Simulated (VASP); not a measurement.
# In3As (Pm-3m) in VASP: a series of runs

The runs below take In3As through relaxation of cell and atoms, single point, with PBE, PBEsol, LDA.

All numbers are computed with VASP 6.6.1; they aren't measurements. Logs are shortened: lines on timing, memory, paths and dates and some standing lists are left out, and cuts for length are marked.

## 1. The cell of the first run

Symmetry: Pm-3m, No. 221, cubic system. Conventional cell: a = 4.672 Å, b = 4.672 Å, c = 4.672 Å, α = 90.00°, β = 90.00°, γ = 90.00°. In (site symmetry 4/mmm) has 8 In at 3.30 Å and 4 As at 3.30 Å within 4.3 Å. Within 4.3 Å of As (site symmetry m-3m) lie 12 In at 3.30 Å.

## 2. Relaxation of cell and atoms, PBE, target pressure 20 GPa, at which the enthalpy is minimised

INCAR

```
SYSTEM = In3As
ALGO     = Normal         ! electronic algorithm
EDIFF    = 1E-7           ! SCF threshold, eV
EDIFFG   = -0.01          ! ionic threshold
ENCUT    = 600            ! plane-wave cutoff, eV
GGA      = PE             ! functional
IBRION   = 2              ! ionic algorithm
ISIF     = 3              ! what is computed and relaxed
ISMEAR   = -1             ! smearing method
LASPH    = .True.         ! aspherical terms in the spheres
LCHARG   = .False.        ! write CHGCAR
LREAL    = .False.        ! projectors in reciprocal space
LWAVE    = .False.        ! write WAVECAR
NELM     = 60             ! most SCF steps
NSW      = 60             ! ionic steps
PREC     = Accurate       ! precision mode
PSTRESS  = 200.0        
SIGMA    = 0.05           ! smearing width, eV
```

KPOINTS

```
k-points
0
Gamma
  6 6 6
  0 0 0
```

POSCAR

```
In3As
1.0
    4.6716810000      0.0000000000      0.0000000000
    0.0000000000      4.6716810000      0.0000000000
    0.0000000000      0.0000000000      4.6716810000
In As
3 1
Direct
    0.5000000000      0.5000000000      0.0000000000
    0.5000000000      0.0000000000      0.5000000000
    0.0000000000      0.5000000000      0.5000000000
    0.0000000000      0.0000000000      0.0000000000
```

Potentials or basis: VASP PAW PBE potentials, release 64 (In_d, As).

Run with:

```bash
$ cat potpaw_PBE.64/In_d/POTCAR potpaw_PBE.64/As/POTCAR > POTCAR
$ mpirun -np 1 vasp_std > vasp.out
```

OUTCAR:

```text
SYSTEM = In3As
   EDIFF = 1E-7
   EDIFFG = -0.01
   ENCUT = 600
   GGA = PE
   IBRION = 2
   ISIF = 3
   ISMEAR = -1
   LASPH = .True.
   LREAL = .False.
   NELM = 60
   NSW = 60
   PREC = Accurate
   PSTRESS = 200.0

 ion  position               nearest neighbor table
   1  0.500  0.500  0.000-   2 3.30   3 3.30   4 3.30   2 3.30   3 3.30   2 3.30   4 3.30   2 3.30
                             3 3.30   4 3.30   3 3.30   4 3.30
   2  0.500  0.000  0.500-   1 3.30   3 3.30   4 3.30   1 3.30   4 3.30   1 3.30   3 3.30   1 3.30
                             3 3.30   4 3.30   4 3.30   3 3.30
   3  0.000  0.500  0.500-   1 3.30   2 3.30   4 3.30   1 3.30   4 3.30   2 3.30   4 3.30   4 3.30
                             1 3.30   2 3.30   1 3.30   2 3.30
   4  0.000  0.000  0.000-   1 3.30   2 3.30   3 3.30   2 3.30   3 3.30   1 3.30   3 3.30   3 3.30
                             1 3.30   2 3.30   2 3.30   1 3.30

  LATTYP: Found a simple cubic cell.
 ALAT       =     4.6716810000

  Lattice vectors:

 A1 = (   4.6716810000,   0.0000000000,   0.0000000000)
 A2 = (   0.0000000000,   4.6716810000,   0.0000000000)
 A3 = (   0.0000000000,   0.0000000000,   4.6716810000)

Analysis of symmetry for initial positions (statically):
=====================================================================
 Subroutine PRICEL returns:
 Original cell was already a primitive cell.

 Routine SETGRP: Setting up the symmetry group for a
 simple cubic supercell.

 Subroutine GETGRP returns: Found 48 space group operations
 (whereof 48 operations were pure point group operations)
 out of a pool of 48 trial point group operations.

The static configuration has the point symmetry O_h .

Analysis of symmetry for dynamics (positions and initial velocities):
=====================================================================
 Subroutine PRICEL returns:
 Original cell was already a primitive cell.

 Routine SETGRP: Setting up the symmetry group for a
 simple cubic supercell.

 Subroutine GETGRP returns: Found 48 space group operations
 (whereof 48 operations were pure point group operations)
 out of a pool of 48 trial point group operations.

The dynamic configuration has the point symmetry O_h .

 Subroutine INISYM returns: Found 48 space group operations
 (whereof 48 operations are pure point group operations),
 and found     1 'primitive' translations

----------------------------------------------------------------------------------------

                                     Primitive cell

  volume of cell :     101.9576

  direct lattice vectors                    reciprocal lattice vectors
     4.671681000  0.000000000  0.000000000     0.214055711  0.000000000  0.000000000
     0.000000000  4.671681000  0.000000000     0.000000000  0.214055711  0.000000000
     0.000000000  0.000000000  4.671681000     0.000000000  0.000000000  0.214055711

  length of vectors
     4.671681000  4.671681000  4.671681000     0.214055711  0.214055711  0.214055711

  position of ions in fractional coordinates (direct lattice)
     0.500000000  0.500000000  0.000000000
     0.500000000  0.000000000  0.500000000
     0.000000000  0.500000000  0.500000000
     0.000000000  0.000000000  0.000000000

  ion indices of the primitive-cell ions
   primitive index   ion index
                 1           1
                 2           2
                 3           3
                 4           4

----------------------------------------------------------------------------------------

 KPOINTS: k-points

Automatic generation of k-mesh.
 Grid dimensions read from file:
 generate k-points for:    6    6    6

 Generating k-lattice:

  Cartesian coordinates                     Fractional coordinates (reciprocal lattice)
     0.035675952  0.000000000  0.000000000     0.166666667  0.000000000  0.000000000
     0.000000000  0.035675952  0.000000000     0.000000000  0.166666667  0.000000000
     0.000000000  0.000000000  0.035675952     0.000000000  0.000000000  0.166666667

  Length of vectors
     0.035675952  0.035675952  0.035675952

  Shift w.r.t. Gamma in fractional coordinates (k-lattice)
     0.000000000  0.000000000  0.000000000

 Subroutine IBZKPT returns following result:
 ===========================================

 Found     20 irreducible k-points:

 Following reciprocal coordinates:
            Coordinates               Weight
  0.000000  0.000000  0.000000      1.000000
  0.166667  0.000000  0.000000      6.000000
  0.333333  0.000000  0.000000      6.000000
  0.500000  0.000000  0.000000      3.000000
  0.166667  0.166667  0.000000     12.000000
  0.333333  0.166667  0.000000     24.000000
[... 12 lines left out ...]
  0.500000  0.500000  0.333333      6.000000
  0.500000  0.500000  0.500000      1.000000
   k-points           NKPTS =     20   k-points in BZ     NKDIM =     20   number of bands    NBANDS=     26
   number of dos      NEDOS =    301   number of ions     NIONS =      4
   total plane-waves  NPLWV =  64000
   dimension x,y,z NGX =    40 NGY =   40 NGZ =   40
   dimension x,y,z NGXF=    80 NGYF=   80 NGZF=   80
   ions per type =               3   1
   NGX,Y,Z   is equivalent  to a cutoff of  14.23, 14.23, 14.23 a.u.
   NGXF,Y,Z  is equivalent  to a cutoff of  28.47, 28.47, 28.47 a.u.
 SYSTEM =  In3As
   PREC   = accura    normal or accurate (medium, high low for compatibility)
   ISTART =      0    job   : 0-new  1-cont  2-samecut
   ICHARG =      2    charge: 1-file 2-atom 10-const
   ISPIN  =      1    spin polarized calculation?
   LNONCOLLINEAR =      F non collinear calculations
   LSORBIT =      F    spin-orbit coupling
   LASPH  =      T    aspherical Exc in radial PAW
   ENCUT  =  600.0 eV  44.10 Ry    6.64 a.u.   9.33  9.33  9.33*2*pi/ulx,y,z
   NELM   =     60;   NELMIN=  2; NELMDL= -5     # of ELM steps
   EDIFF  = 0.1E-06   stopping-criterion for ELM
   LREAL  =      F    real-space projection
   EDIFFG = -.1E-01   stopping-criterion for IOM
   NSW    =     60    number of steps for IOM
   IBRION =      2    ionic relax: 0-MD 1-quasi-New 2-CG
   NFREE  =      1    steps in history (QN), initial steepest desc. (CG)
   ISIF   =      3    stress and relaxation
   ISYM   =      2    0-nonsym 1-usesym 2-fastsym
   POTIM  = 0.5000    time-step for ionic-motion
   TEBEG  =    0.0;   TEEND  =   0.0 temperature during run
   PSTRESS=  200.0 pullay stress
   NELECT =      44.0000    total number of electrons
   NUPDOWN=      -1.0000    fix difference up-down
   EMIN   =  10.00;   EMAX   =-10.00  energy-range for DOS
   EFERMI =   0.00;   METHOD = LEGACY
   ISMEAR =    -1;   SIGMA  =   0.05  broadening in eV -4-tet -1-fermi 0-gaus
   EFERMI_NEDOS =   21; number of points for ismear=-14 and -15
   IALGO  =     38    algorithm
   IMIX   =      4    mixing-type and parameters
     AMIX     =   0.40;   BMIX     =  1.00
     AMIX_MAG =   1.60;   BMIX_MAG =  1.00
  volume/ion in A,a.u.               =      25.49       172.01
  Fermi-wavevector in a.u.,A,eV,Ry     =   1.237141  2.337858 20.823961  1.530518
  Thomas-Fermi vector in A             =   2.371720
   LORBIT       =      0    0 simple, 1 ext, 2 COOP (PROOUT), +10 PAW based schemes
   GGA     = PE    functional components
   LHFCALC =     F    Hartree Fock is set to
   AEXX    =    0.0000 exact exchange contribution
   IVDW    =     0    specifies the selected vdW correction
   LEPSILON=     F    determine dielectric tensor
   LRPA    =     F    only Hartree local field effects (RPA)
 conjugate gradient relaxation of ions
 non-spin polarized calculation
  energy-cutoff  :      600.00
  volume of cell :      101.96
 maximum number of plane-waves:      3448
 NGX is ok and might be reduce to    40
   NGX = 19   NGY = 19   NGZ = 19

--------------------------------------- Ionic step        1  -------------------------------------------

 number of electron      44.0000015 magnetization

 Free energy of the ion-electron system (eV)
  ---------------------------------------------------
  ext. energy  EPLUGINS =         0.00000000
  ---------------------------------------------------
  free energy    TOTEN  =       -12.05362199 eV

  energy without entropy =      -12.03827901  energy(sigma->0) =      -12.04595050

------------------------ aborting loop because EDIFF is reached ----------------------------------------

  FORCE on cell =-STRESS in cart. coord.  units (eV):
  Direction    XX          YY          ZZ          XY          YZ          ZX
  --------------------------------------------------------------------------------------
  -------------------------------------------------------------------------------------
  Total        0.3938218      0.3938218      0.3938218      0.0000000      0.0000000     -0.0000000
  in kB        6.1885768      6.1885768      6.1885768      0.0000000      0.0000000     -0.0000000
  external PRESSURE =    -193.8114232 kB  Pullay stress =     200.0000000 kB
[... 25 lines left out ...]
  enthalpy is  TOTEN    =         0.6737563052 eV   P V=       12.7273782954

--------------------------------------- Ionic step        2  -------------------------------------------

 number of electron      43.9999989 magnetization

 E-fermi :  13.9097     XC(G=0): -12.5904

 val. band max:       13.8228131667   @ k =   0.3333   0.0000   0.0000
 cond. band min:      13.9131665047   @ k =   0.5000   0.1667   0.0000
 fundamental gap:      0.0903533380
 Fermi energy:        13.9096549296

 k-point     1 :       0.0000    0.0000    0.0000
  band No.  band energies     occupation
      1      -3.0393      2.00000
      2      -2.7444      2.00000
      3      -2.7444      2.00000
      4      -2.7444      2.00000
      5      -2.3455      2.00000
      6      -2.3455      2.00000
[... 766 lines left out ...]
  enthalpy is  TOTEN    =        -0.9666357347 eV   P V=        9.9782987922

--------------------------------------- Ionic step        7  -------------------------------------------

 number of electron      44.0000007 magnetization

 Free energy of the ion-electron system (eV)
  ---------------------------------------------------
  ext. energy  EPLUGINS =         0.00000000
  ---------------------------------------------------
  free energy    TOTEN  =       -10.92044276 eV

  energy without entropy =      -10.90606530  energy(sigma->0) =      -10.91325403

 E-fermi :   9.8848     XC(G=0): -11.3369

 val. band max:        9.8109806248   @ k =   0.3333   0.3333   0.3333
 cond. band min:       9.9191072803   @ k =   0.3333   0.1667   0.0000
 fundamental gap:      0.1081266555
 Fermi energy:         9.8847861106

 k-point     1 :       0.0000    0.0000    0.0000
  band No.  band energies     occupation
      1      -5.6008      2.00000
      2      -5.5102      2.00000
      3      -5.5102      2.00000
      4      -5.5102      2.00000
      5      -5.2406      2.00000
      6      -5.2406      2.00000
[... 600 lines left out ...]
  FREE ENERGIE OF THE ION-ELECTRON SYSTEM (eV)
  ---------------------------------------------------
  free  energy   TOTEN  =       -10.9204427563 eV

  energy  without entropy=      -10.9060652951  energy(sigma->0) =      -10.91325403

  enthalpy is  TOTEN    =        -0.9668309397 eV   P V=        9.9536118167

 reached required accuracy - stopping structural energy minimisation
```

Run time: 2.7 min. Hardware: 1 thread of Intel Xeon 6975P-C (Granite Rapids), shared host; peak memory 0.29 GiB.

What came out:

```
Free energy                                                : -10.9204 eV
Relaxed volume                                             : 19.93 Å³/atom
Relaxed cell                                               : a = 4.304 Å, b = 4.304 Å, c = 4.304 Å, α = 90.00°, β = 90.00°, γ = 90.00°
Space group after relaxing (to 0.1 Å)                      : Pm-3m (No. 221)
Energy change on relaxing (the run minimises the enthalpy) : +283.3 meV/atom
Ionic steps                                                : 7
Pressure after relaxing                                    : 20.0 GPa
Band gap on the k mesh                                     : zero (bands 22 and 23 overlap by 5.47 eV)
```

The path:
| step | energy change (eV) | largest force (eV/Å) | pressure (GPa) | volume (Å³) |
| --- | --- | --- | --- | --- |
| 1 | 0.0000 | 0.0000 | 0.62 | 101.96 |
| 2 | 5.3734 | 0.0000 | 69.67 | 62.89 |
| 3 | 1.0165 | 0.0000 | 18.47 | 80.71 |
| 4 | 1.1036 | 0.0000 | 19.62 | 79.98 |
| 5 | 1.1538 | 0.0000 | 20.28 | 79.57 |
| 6 | 1.1087 | 0.0000 | 19.69 | 79.94 |
| 7 | 1.1332 | 0.0000 | 20.01 | 79.74 |

Final structure:
```
CELL_PARAMETERS angstrom
4.30415 0.00000 0.00000
0.00000 4.30415 0.00000
0.00000 0.00000 4.30415
ATOMIC_POSITIONS crystal
In 0.50000 0.50000 0.00000
In 0.50000 0.00000 0.50000
In 0.00000 0.50000 0.50000
As 0.00000 0.00000 0.00000
```

Caveat: the cell is relaxed towards a set pressure, so the run minimises the enthalpy, not the energy; the volume moved by over 15 % at a fixed basis, so the end points are rough; spin-orbit coupling is left out, which moves the levels of the heavy elements.

[end of part 1 of 2]
